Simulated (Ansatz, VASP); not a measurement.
# Ni: VASP beside Ansatz

INCAR

```
AGGAC = 1.0
AGGAX = 1.0
ALDAC = 0.0
ALDAX = 1.0
ALGO = Normal
EDIFF = 1E-7
ENCUT = 520
GGA = B5
ISIF = 2
ISMEAR = -1
ISPIN = 2
LASPH = True
LCHARG = False
LMAXMIX = 4
LORBIT = 11
LREAL = False
LWAVE = False
MAGMOM = 0.657
NBANDS = 15
NELM = 150
PREC = Accurate
SIGMA = 0.05
```

KPOINTS

```
k-points
0
Gamma
  25 25 25
```

Contents of POSCAR:

```
Ni
1.0
    0.0000000000      1.7645070204      1.7645070204
    1.7645070204      0.0000000000      1.7645070204
    1.7645070204      1.7645070204      0.0000000000
Ni
1
Direct
    0.0000000000      0.0000000000      0.0000000000
```

Input for Ansatz:

```yaml
crystal:
  lattice:
    - [0.0, 1.7645070204, 1.7645070204]
    - [1.7645070204, 0.0, 1.7645070204]
    - [1.7645070204, 1.7645070204, 0.0]
  atoms:
    - { symbol: Ni, position: [0.0, 0.0, 0.0], spin: 0.657 }
hamiltonian:
  xc: blyp
  pseudopotentials:
    kind: paw
    azcp:
      Ni: "pseudopotentials/Ni.paw.azcp"
basis:
  ecutwfc: 420
  fft_grid_basis: typed
kpoints:
  mp_grid: { grid: [25, 25, 25], shift: [0, 0, 0] }
magnetization:
  spin_polarized: true
scf:
  occupations: { method: fermi_dirac, width: 0.05 }
output:
  stress: true
```

Alike in both runs: task single point; functional BLYP; k mesh 25 × 25 × 25; occupations fermi-dirac, width 0.05 eV; collinear spin.

|  | VASP | Ansatz |
| --- | --- | --- |
| version | VASP 6.6.1 | Ansatz 0.2.0 |
| potentials or method | VASP PAW PBE potentials, release 64 (Ni), cutoff 520 eV | plane waves (420 eV) with PAW, scalar-relativistic |
| valence electrons in the cell | 10 | 18 |

Ansatz gave:

* pressure (GPa): 7.6
* net moment per atom (μB): 0.61
* size of the moment on the site where the two differ most (μB): 0.65

Question: Estimate VASP's values.

Answer: Pressure (GPa): 7.7; net moment per atom (μB): 0.60; size of the moment on the site where the two differ most (μB): 0.61.

VASP's potentials were made for PBE, not for BLYP. Site moments also hang on the region over which each program counts them. The functional is the same, so the differences come from potentials, cutoffs and numerics. VASP's potentials hold 10 valence electrons a cell and Ansatz's 18, so a difference there can come from the potentials and not from the codes.
